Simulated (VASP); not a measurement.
# Mg15ZnO16 (P1) in VASP: further runs, part 2 of 2

VASP 6.6.1. Earlier steps stand in the parts before.

**3. Relaxation of volume and atoms at fixed shape, PBEsol**

INCAR

```
  PREC = Accurate
  ENCUT = 600
  EDIFF = 1E-6
  ISMEAR = -1
  SIGMA = 0.05
  LREAL = Auto
  LASPH = T
  NELM = 80
  ALGO = Normal
  ISIF = 8
  LWAVE = F
  LCHARG = F
  GGA = PS
  IBRION = 2
  NSW = 100
  EDIFFG = -0.03
  LUSENCCL = F
```

KPOINTS

```
Automatic mesh
0
Gamma
  1 1 1
  0.5 0.5 0.5
```

POSCAR

```
Mg15ZnO16
1.0
    0.0000000000      8.4348940000      8.4348940000
    8.4348940000      0.0000000000      8.4348940000
    8.4348940000      8.4348940000      0.0000000000
O Zn Mg
64 4 60
Direct
    0.3737220000      0.1215110000      0.1274790000
    0.8759510000      0.1239240000      0.1268900000
    0.1253110000      0.3772210000      0.3733170000
    0.3762160000      0.6235090000      0.1254370000
    0.3769240000      0.1230330000      0.6283630000
    0.6296200000      0.3743890000      0.3706140000
[... 120 lines left out ...]
    0.0002410000      0.7499050000      0.7502470000
    0.4999350000      0.7535390000      0.7489090000
```

Potentials or basis: VASP PAW PBE potentials, release 64 (O, Zn, Mg).

Launch:

```
$ cat potpaw_PBE.64/O/POTCAR potpaw_PBE.64/Zn/POTCAR potpaw_PBE.64/Mg/POTCAR > POTCAR
$ mpirun -np 1 vasp_std > vasp.out
```

Wall time 35 min (1 × NVIDIA H100 80GB with 1 thread of AMD EPYC 7R13 (Zen 3), shared host); peak memory 3 GiB.

It converged, with:

```yaml
Free_energy: -789.0881 eV
Relaxed_volume: 9.34 Å³/atom
Relaxed_cell: a = 11.914 Å, b = 11.914 Å, c = 11.914 Å, α = 60.00°, β = 60.00°, γ = 60.00°
Space_group_after_relaxing_to_0.1_Å: P1 (No. 1)
Energy_gained_by_relaxing: 8.7 meV/atom
Ionic_steps: 10
Pressure_after_relaxing: 0.0 GPa
Largest_force_after_relaxing: 0.024 eV/Å
Band_gap_on_the_k_mesh: 4.76 eV
```

Forces on the atoms (eV/Å):
```
O   -0.003  0.005  0.008
O    0.013  0.000  0.003
O    0.003 -0.002 -0.004
O    0.004  0.004  0.004
O    0.001  0.003 -0.013
O    0.007 -0.003 -0.010
O   -0.002  0.000 -0.005
O    0.000 -0.003 -0.009
O   -0.004 -0.015  0.013
O   -0.004  0.005  0.001
O   -0.003  0.000 -0.001
O    0.001  0.002 -0.005
O    0.006  0.003  0.002
O    0.000 -0.005  0.003
O   -0.001  0.004 -0.003
O   -0.008  0.005  0.014
O   -0.001  0.002  0.005
O    0.003  0.004 -0.007
O    0.003  0.002 -0.007
O    0.000 -0.008  0.004
O    0.005  0.000  0.017
O   -0.004  0.002 -0.004
O   -0.007 -0.008  0.009
O   -0.006 -0.002  0.005
O   -0.007  0.002  0.012
O    0.004 -0.001 -0.002
O    0.002 -0.002 -0.005
O   -0.001  0.004  0.000
O    0.001  0.004 -0.011
O    0.002  0.011 -0.004
O   -0.011 -0.001 -0.004
O    0.005 -0.002  0.003
O   -0.004 -0.004  0.003
O    0.000  0.005 -0.001
O    0.001 -0.001 -0.007
O    0.000 -0.001  0.004
O    0.005 -0.005  0.000
O   -0.004 -0.005  0.009
O    0.003  0.006 -0.001
O   -0.008  0.003 -0.001
O   -0.004  0.001 -0.001
O    0.009  0.000 -0.001
O   -0.003  0.002  0.007
O   -0.002  0.004  0.002
O    0.003  0.000  0.001
O   -0.007  0.002 -0.023
O   -0.003  0.001 -0.003
O   -0.001 -0.007  0.003
O    0.000 -0.003  0.004
O    0.001  0.003 -0.001
O    0.005  0.004 -0.004
O   -0.002 -0.001 -0.002
O    0.004  0.009 -0.002
O   -0.002 -0.013  0.004
O    0.004 -0.006  0.003
O    0.010 -0.001  0.005
O    0.001 -0.006  0.003
O   -0.003 -0.005  0.003
O   -0.003 -0.002  0.001
O    0.002 -0.001 -0.004
O    0.004 -0.008 -0.002
O   -0.002  0.005 -0.004
O   -0.003  0.006 -0.001
O   -0.007 -0.001  0.001
Zn   0.010  0.006  0.001
Zn  -0.006 -0.002  0.018
Zn   0.006 -0.001 -0.003
Zn  -0.002 -0.006 -0.001
Mg   0.007  0.005 -0.005
Mg  -0.002 -0.019  0.002
Mg  -0.009  0.000 -0.009
Mg   0.006  0.002  0.005
Mg  -0.008 -0.005 -0.013
Mg   0.000  0.001  0.006
Mg   0.003 -0.006  0.017
Mg  -0.002 -0.002 -0.007
Mg  -0.008 -0.001 -0.003
Mg  -0.001 -0.008  0.005
Mg  -0.004  0.009 -0.006
Mg   0.004  0.001 -0.010
Mg  -0.004  0.003  0.005
Mg   0.003 -0.003  0.009
Mg  -0.001  0.003  0.004
Mg  -0.009  0.000 -0.003
Mg   0.004  0.002 -0.003
Mg   0.001  0.004 -0.004
Mg   0.002  0.006  0.005
Mg   0.000  0.005 -0.013
Mg  -0.003  0.012 -0.016
Mg   0.011  0.000 -0.001
Mg  -0.003 -0.007  0.005
Mg   0.007 -0.001 -0.010
Mg  -0.003  0.000  0.004
Mg  -0.009 -0.010  0.001
Mg   0.005  0.003 -0.006
Mg   0.012 -0.002  0.005
Mg  -0.001  0.001  0.003
Mg  -0.004 -0.006  0.005
Mg   0.002  0.011  0.002
Mg   0.005 -0.001 -0.008
Mg  -0.001  0.003 -0.006
Mg  -0.005  0.002 -0.003
Mg   0.012  0.006 -0.004
Mg  -0.001  0.002  0.003
Mg   0.001 -0.006 -0.007
Mg   0.008  0.001 -0.007
Mg   0.004  0.006  0.005
Mg  -0.005 -0.006  0.018
Mg   0.003 -0.011  0.011
Mg  -0.005  0.001 -0.004
Mg   0.005 -0.003  0.001
Mg   0.003  0.009  0.003
Mg  -0.001 -0.004  0.001
Mg   0.003 -0.002  0.010
Mg   0.001 -0.001  0.009
Mg   0.007  0.013 -0.007
Mg  -0.003  0.001 -0.010
Mg  -0.007  0.003 -0.014
Mg  -0.009  0.000  0.003
Mg  -0.001 -0.006  0.002
Mg   0.006  0.005  0.006
Mg   0.004  0.009 -0.005
Mg  -0.001 -0.001 -0.001
Mg  -0.007 -0.005  0.007
Mg  -0.007  0.000  0.009
Mg  -0.010 -0.001  0.003
Mg  -0.001 -0.002  0.005
Mg   0.002 -0.001 -0.014
```

The path:
```
step  energy change (eV)  largest force (eV/Å)  pressure (GPa)  volume (Å³)
   1              0.0000                1.1881           -0.20      1200.24
   2             -0.9017                0.4638           -0.25      1198.17
   3             -0.9050                0.4691           -0.24      1198.04
   4             -1.0664                0.1761            0.08      1195.25
   5             -1.0685                0.2018            0.13      1194.90
   6             -1.0982                0.0719            0.00      1195.81
   7             -1.0997                0.0698           -0.04      1196.07
   8             -1.1056                0.0398            0.00      1195.81
   9             -1.1065                0.0483            0.02      1195.66
  10             -1.1082                0.0244            0.00      1195.81
```

Levels at points of the mesh, in eV from the valence-band top:
```tsv
k point	band 272	band 273	band 274	band 275	band 276	band 277	band 278	band 279	band 280	band 281
(0.50, 0.50, 0.50)	-0.26	-0.23	-0.21	-0.17	-0.01	4.82	5.09	5.92	6.27	6.57
(0.50, 0.00, 0.00)	-0.26	-0.22	-0.18	-0.16	-0.01	4.86	5.02	6.05	6.23	6.52
(0.00, 0.00, 0.50)	-0.26	-0.25	-0.22	-0.09	0.00	4.81	5.08	5.94	6.39	6.48
(0.00, 0.50, 0.00)	-0.27	-0.23	-0.18	-0.09	0.00	4.76	5.20	5.89	6.28	6.46
```

Caveat: the k points lie up to 0.65 Å⁻¹ apart in the final cell; the PAW data sets were made with another functional, which shifts forces and pressure a little; a shifted mesh leaves out Γ, where band edges can lie.

**4. Single point, HSE06**

POSCAR

```
Mg15ZnO16
1.0
    0.0000000000      8.4350110000      8.4350110000
    8.4350110000      0.0000000000      8.4350110000
    8.4350110000      8.4350110000      0.0000000000
O Zn Mg
64 4 60
Direct
    0.3735120000      0.1265880000      0.1267640000
    0.8749670000      0.1251610000      0.1251380000
    0.1247920000      0.3752730000      0.3750730000
    0.3747800000      0.6249760000      0.1252830000
    0.3735110000      0.1265140000      0.6234640000
    0.6235610000      0.3767090000      0.3764240000
[... 120 lines left out ...]
    0.9997140000      0.7501870000      0.7501370000
    0.4999250000      0.7503860000      0.7500740000
```

INCAR.step1

```
ALGO = Normal ; EDIFF = 1E-5
ENCUT = 520 ; GGA = PE
ISIF = 2 ; ISMEAR = -1
LASPH = True ; LCHARG = False
LREAL = Auto ; LUSENCCL = False
LWAVE = True ; NBANDS = 346
NELM = 60 ; PREC = Accurate
SIGMA = 0.05
```

INCAR.step2

```
ALGO = Normal ; EDIFF = 1E-6
ENCUT = 520 ; GGA = PE
HFSCREEN = 0.2079 ; ISIF = 2
ISMEAR = -1 ; ISTART = 1
LASPH = True ; LCHARG = False
LHFCALC = True ; LREAL = Auto
LUSENCCL = False ; LWAVE = False
NBANDS = 346 ; NELM = 60
PREC = Accurate ; PRECFOCK = Fast
SIGMA = 0.05
```

KPOINTS

```
k-points
0
Gamma
  1 1 1
```

Launch:

```
$ cat potpaw_PBE.64/O/POTCAR potpaw_PBE.64/Zn/POTCAR potpaw_PBE.64/Mg/POTCAR > POTCAR
$ cp INCAR.step1 INCAR
$ mpirun -np 1 vasp_gam > vasp.out
$ cp INCAR.step2 INCAR
$ mpirun -np 1 vasp_gam > vasp.out
```

Wall time 14 min (1 × NVIDIA H100 80GB with 1 thread of AMD EPYC 7R13 (Zen 3), shared host); peak memory 2 GiB.

Results (log left out):

```yaml
Free_energy: -896.5243 eV
Pressure: -1.5 GPa
Largest_force: 0.115 eV/Å
Band_gap_on_the_k_mesh: 5.89 eV
```

Forces in eV/Å, atoms in the order of the input:
```
O    0.049 -0.008 -0.004
O   -0.001 -0.007  0.000
O   -0.002 -0.002 -0.005
O   -0.005  0.002  0.002
O    0.010 -0.047  0.001
O    0.048 -0.004 -0.007
O    0.002  0.005  0.002
O    0.002  0.004  0.001
O    0.004  0.000 -0.004
O    0.005 -0.002  0.002
O    0.005  0.009  0.003
O    0.000 -0.007  0.005
O    0.003  0.003  0.003
O   -0.001  0.005 -0.001
O   -0.046  0.004  0.001
O   -0.072  0.075  0.000
O    0.003  0.005 -0.003
O   -0.007 -0.001 -0.005
O    0.001 -0.046  0.007
O   -0.005  0.048 -0.004
O   -0.005  0.053 -0.007
O    0.006 -0.003  0.004
O    0.006 -0.007 -0.007
O    0.000  0.043 -0.008
O    0.085 -0.078 -0.003
O   -0.002  0.003 -0.003
O    0.004 -0.003 -0.004
O    0.014 -0.048  0.004
O   -0.007 -0.004  0.003
O   -0.004 -0.003 -0.002
O   -0.042  0.008  0.008
O   -0.004  0.000  0.004
O    0.008  0.002  0.011
O    0.001  0.006 -0.004
O    0.013  0.006 -0.059
O   -0.010 -0.010  0.045
O   -0.001  0.002  0.002
O   -0.002  0.005 -0.057
O   -0.014 -0.010  0.051
O   -0.004  0.008 -0.008
O   -0.004  0.006  0.010
O    0.012  0.005 -0.054
O   -0.011 -0.017  0.041
O    0.000  0.005 -0.001
O    0.001  0.003 -0.006
O    0.007  0.010  0.010
O    0.003 -0.005  0.007
O    0.007 -0.010 -0.010
O   -0.012 -0.007 -0.009
O   -0.014 -0.003  0.009
O    0.002 -0.002  0.011
O    0.009  0.001 -0.012
O   -0.004  0.001  0.014
O   -0.008  0.004 -0.003
O   -0.003 -0.001  0.051
O   -0.010 -0.002 -0.009
O   -0.002 -0.007 -0.001
O   -0.010 -0.004  0.001
O   -0.006  0.013  0.003
O   -0.001  0.000  0.001
O   -0.006 -0.003  0.014
O    0.002  0.007 -0.017
O    0.010  0.006 -0.050
O    0.013  0.001  0.001
Zn   0.012  0.004  0.010
Zn   0.005  0.007  0.015
Zn  -0.014 -0.001  0.001
Zn  -0.010 -0.005  0.000
Mg   0.006  0.001  0.004
Mg  -0.007  0.001 -0.002
Mg  -0.006  0.004  0.006
Mg   0.009 -0.002 -0.010
Mg  -0.031 -0.025  0.003
Mg   0.001 -0.006 -0.002
Mg  -0.006 -0.004  0.006
Mg   0.015 -0.010 -0.007
Mg  -0.005  0.000  0.003
Mg  -0.002  0.006  0.001
Mg   0.000 -0.003 -0.004
Mg  -0.007  0.005 -0.008
Mg  -0.015  0.027 -0.002
Mg  -0.001  0.038 -0.002
Mg   0.014 -0.027  0.009
Mg   0.030  0.031 -0.018
Mg  -0.003 -0.047  0.001
Mg   0.012 -0.003 -0.002
Mg  -0.027  0.020  0.008
Mg  -0.018 -0.026  0.001
Mg  -0.003  0.009  0.000
Mg   0.029 -0.032 -0.009
Mg  -0.030  0.012  0.001
Mg   0.034  0.023 -0.002
Mg   0.007  0.002  0.012
Mg   0.000  0.001  0.001
Mg   0.000 -0.006  0.008
Mg  -0.003  0.002 -0.014
Mg  -0.003  0.000  0.038
Mg   0.020  0.013 -0.030
Mg   0.027 -0.014  0.033
Mg  -0.007  0.009 -0.046
Mg  -0.026  0.007 -0.027
Mg   0.004  0.000  0.006
Mg  -0.002 -0.003  0.007
Mg  -0.025  0.024 -0.048
Mg  -0.018 -0.027 -0.005
Mg   0.028 -0.027  0.006
Mg   0.038  0.000  0.025
Mg  -0.027  0.025  0.045
Mg  -0.006  0.007  0.003
Mg   0.002 -0.004  0.006
Mg  -0.006  0.011 -0.007
Mg  -0.008 -0.017 -0.002
Mg   0.019  0.009 -0.022
Mg  -0.008  0.008  0.001
Mg   0.009  0.022  0.028
Mg   0.003 -0.006  0.005
Mg   0.000 -0.003 -0.005
Mg   0.017 -0.023 -0.022
Mg   0.009 -0.021  0.027
Mg  -0.028  0.017 -0.004
Mg  -0.004  0.018 -0.023
Mg  -0.011 -0.025  0.031
Mg   0.002 -0.002  0.003
Mg   0.004  0.026 -0.024
Mg   0.030 -0.029  0.050
Mg   0.008 -0.009  0.007
Mg  -0.007  0.008 -0.002
Mg  -0.033  0.002 -0.031
```

Levels at points of the mesh, in eV from the valence-band top:
```csv
k point,band 274,band 275,band 276,band 277,band 278,band 279
"(0.00, 0.00, 0.00)",-0.19,-0.12,0.00,5.89,7.81,8.11
```

Caveat: the k points lie up to 0.65 Å⁻¹ apart; the PAW data sets were made with another functional, which shifts forces and pressure a little.

**5. Summary**

| task | level | cell | k mesh | cutoff (eV) | grid for exact exchange (PRECFOCK) | share of exact exchange | screening parameter | gap on the mesh (eV) | pressure (GPa) | largest force (eV/Å) |
| --- | --- | --- | --- | --- | --- | --- | --- | --- | --- | --- |
| single point | PBEsol | a = 11.929 Å, angles 60.0°, 128 atoms, atomic positions A | 1 × 1 × 1, shifted | 520 | - | - | - | 4.74 | -0.4 | 0.09 |
| relaxation of volume and atoms at fixed shape | PBEsol | relaxed from a = 11.929 Å, angles 60.0°, 128 atoms, atomic positions B | 1 × 1 × 1, shifted | 600 | - | - | - | 4.76 | 0.0 | 0.02 |
| single point | HSE06 | a = 11.929 Å, angles 60.0°, 128 atoms, atomic positions A | 1 × 1 × 1 | 520 | Fast | 0.25 | 0.2079 1/Å | 5.89 | -1.5 | 0.12 |

Alike in all rows: potentials or basis VASP PAW PBE potentials, release 64 (O, Zn, Mg); no spin polarisation; smearing fermi-dirac 0.05 eV.

Caveats: all runs use coarse meshes; the PAW data sets were made with another functional, which shifts forces and pressure a little; a shifted mesh leaves out Γ, where band edges can lie (at least some runs).

Total energies depend on the potentials used, so only differences within one code and one set of settings carry meaning.
